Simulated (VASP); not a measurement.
Input of a VASP 6.6.1 run:

INCAR

```
SYSTEM = ZnSe
PREC = Accurate
ENCUT = 520
EDIFF = 1E-6
ISMEAR = 0
SIGMA = 0.05
LREAL = .False.
LASPH = .True.
NELM = 80
ALGO = Normal
ISIF = 2
LWAVE = .False.
LCHARG = .False.
GGA = CA
NBANDS = 26
```

Contents of KPOINTS:

```
Automatic mesh
0
Gamma
  8 8 6
  0 0 0
```

File POSCAR:

```
ZnSe
1.0
    4.1605590088      0.0000000000      0.0000000000
    0.0000000000      4.1605590088      0.0000000000
    0.0000000000      0.0000000000      5.4910814719
Zn Se
2 2
Direct
    0.0000000000      0.0000000000      0.0000000000
    0.5000000000      0.5000000000      0.0000000000
    0.0000000000      0.5000000000      0.3173336233
    0.5000000000      0.0000000000      0.6826663767
```

Potentials or basis: VASP PAW LDA potentials, release 64 (Zn, Se).

The run is started by

```sh
$ cat potpaw_LDA.64/Zn/POTCAR potpaw_LDA.64/Se/POTCAR > POTCAR
$ mpirun -np 1 vasp_std > vasp.out
```

Question: Predict the band gap on the k mesh.

Answer: 0.59 eV.

Question: What does it give for the largest force?

Answer: 2.376 eV/Å.

Stress tensor (GPa, compression positive):
```
 -9.14   0.00   0.00
  0.00  -9.14   0.00
  0.00   0.00 -14.21
```

Caveat: the cell differs from its parent crystal (atoms shifted along a free coordinate); the cell stands under tension; forces of over 1 eV/Å act on the atoms, so gaps and moduli don't describe the material at rest. A k mesh can miss the band edges.
